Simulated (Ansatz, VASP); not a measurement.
MgS in VASP and in Ansatz

```
Mg S
1.0
     0.00000    2.56485    2.56485
     2.56485    0.00000    2.56485
     2.56485    2.56485    0.00000
Mg S
1 1
Cartesian
  0.0000 0.0000 0.0000
  2.5648 2.5648 2.5648
```

Alike in both runs: functional LDA; k mesh 8 × 8 × 8; occupations gaussian, width 0.02 eV; no spin polarisation.

Ansatz relaxed the structure, and its values are those at the end. VASP's run is a single point on that final structure, the one shown.

```csv
,VASP,Ansatz
version,VASP 6.6.1,Ansatz 0.2.0
potentials or method,"VASP PAW LDA potentials, release 64 (Mg, S), cutoff 600 eV","scalar-relativistic, plane waves, PAW"
valence electrons in the cell,8,16
```

|  | VASP | Ansatz | Ansatz less VASP |
| --- | --- | --- | --- |
| gap on the k mesh at the Fermi level (eV) | 2.65 | 2.65 | +0.001 |
| least direct gap on the mesh (eV) | 3.84 | 3.82 | -0.013 |
| pressure (GPa) | -0.6 | 0.0 | +0.59 |

Ansatz warns that its potentials were made for another functional, while VASP's fit it. LDA's correlation is that of Perdew and Zunger in VASP and of Perdew and Wang (1992) in Ansatz. VASP's potentials hold 8 valence electrons a cell and Ansatz's 16, so a difference there can come from the potentials and not from the codes.
